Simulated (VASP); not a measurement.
Write the native input for VASP 6.6.1 that does the following.

| Item | Value |
| --- | --- |
| Task | single point |
| Functional | PBE |
| Potentials or basis | VASP PAW PBE potentials, release 64 (Si, O) |
| Cutoff | 520 eV |
| k mesh | 2 × 2 × 2 |
| Occupations | fermi-dirac, width 0.02 eV |
| Spin | collinear spin, ferromagnetic start |
| Starting moments | [0.0, 0.0, 0.0, 0.0, 0.0, 0.0, 0.0, 0.0, 0.0, 0.0, 0.0, 0.0, 0.0, 0.0, 0.0, 0.0, 1.0] μB |
| Dipole correction | no |
| Further INCAR settings | LREAL = Auto; ALGO = Normal; EDIFF = 1e-07; NBANDS = 53 |

The structure of Si16O (a cell with a defect) lies in POSCAR:

```
Si16O
1.0
    0.0000000000      5.4300000000      5.4300000000
    5.4300000000      0.0000000000      5.4300000000
    5.4300000000      5.4300000000      0.0000000000
Si O
16 1
Direct
    0.0422283610     -0.1283793738     -0.0007918969
    0.1387108656      0.1182136280      0.0457642726
   -0.0027900552      0.0274861878      0.4540607735
    0.1466298343      0.1901104972      0.5340331492
   -0.0158471455      0.4911694291     -0.0350920810
    0.2311049724      0.5394106814      0.0120810313
   -0.0813351750      0.5801749540      0.4329742173
    0.0836095764      0.6754143646      0.5846593002
    0.4983517495      0.0603406998      0.0211694291
    0.6832320442      0.0605248619      0.1660128913
    0.4479189687     -0.0087476980      0.5949355433
    0.6369613260      0.1128729282      0.6602946593
    0.5962246777      0.4465930018     -0.0178084715
    0.6304604052      0.6713443831      0.1228360958
    0.4635727440      0.5123388582      0.4983241252
    0.5533885820      0.6673480663      0.6193554328
    0.2797237569      0.3530570902      0.2916574586
```

These files were run (other wordings do the same):

INCAR

```
SYSTEM = Si16O
ALGO = Normal ; EDIFF = 1E-7
ENCUT = 520 ; GGA = PE
ISIF = 2 ; ISMEAR = -1
ISPIN = 2 ; LASPH = .True.
LCHARG = .False. ; LORBIT = 11
LREAL = Auto ; LWAVE = .False.
MAGMOM = 0 0 0 0 0 0 0 0 0 0 0 0 0 0 0 0 1 ; NBANDS = 53
NELM = 150 ; PREC = Accurate
SIGMA = 0.02
```

KPOINTS

```
k-points
0
Gamma
  2 2 2
  0 0 0
```

Potentials or basis: VASP PAW PBE potentials, release 64 (Si, O).

Command:

```sh
$ cat potpaw_PBE.64/Si/POTCAR potpaw_PBE.64/O/POTCAR > POTCAR
$ mpirun -np 1 vasp_std > vasp.out
```

Results of the run:

The pressure is 0.3 GPa, the largest force is 3.194 eV/Å and the band gap on the k mesh is zero (filled and empty bands overlap). The net moment is 0.00 μB per cell and the valence electrons inside the program's atomic spheres are Si 1.64, 1.58, 1.67, 1.61, 1.62, 1.56, 1.66, 1.68, 1.63, 1.73, 1.65, 1.57, 1.72 (each value once); O 5.00.

Caveat: the k points lie up to 0.50 Å⁻¹ apart; the atoms stand as in a frame of molecular dynamics.

Run time: 9.4 min on 1 thread of Intel(R) Xeon(R) Platinum 8488C (Sapphire Rapids) (shared host), peak memory 0.7 GiB.
